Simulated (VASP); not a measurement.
LiZn3, 4 atoms in the cell. It takes space group P-6m2 (No. 187, hexagonal). The conventional cell has a = 2.798 Å, b = 2.798 Å, c = 8.827 Å, α = 90.00°, β = 90.00°, γ = 120.00°. Within 3.6 Å of Li (site symmetry -6m2) lie 6 Zn at 2.73 Å and 6 Li at 2.80 Å. Within 3.6 Å of Zn (site symmetry -6m2) lie 12 Zn at 2.74 to 2.80 Å. Within 3.6 Å of Zn (site symmetry 3m) lie 3 Li at 2.73 Å and 9 Zn at 2.74 to 2.80 Å. 

```yaml
Program: VASP 6.6.1
Task: single point
Functional: r2SCAN
Potentials_or_basis: VASP PAW PBE potentials, release 64 (Li_sv, Zn)
Cutoff: 520 eV
k_mesh: 10 × 10 × 3
Occupations: methfessel-paxton, width 0.1 eV
Spin: no spin polarisation
Dipole_correction: no
Further_INCAR_settings: ALGO = Normal; EDIFF = 1e-06; NBANDS = 28
```

Potentials or basis: VASP PAW PBE potentials, release 64 (Li_sv, Zn).

Launch:

```bash
$ cat potpaw_PBE.64/Li_sv/POTCAR potpaw_PBE.64/Zn/POTCAR > POTCAR
$ cp INCAR.step1 INCAR
$ mpirun -np 1 vasp_std > vasp.out
$ cp INCAR.step2 INCAR
$ mpirun -np 1 vasp_std > vasp.out
```

Hardware: 1 thread of Intel Xeon 6975P-C, with other jobs on the host.

Problem. Estimate the wall time of this run.

Solution. It took 2.2 min on 1 thread of Intel Xeon 6975P-C, on a shared host, peak memory 0.22 GiB. Counts: k points 28.
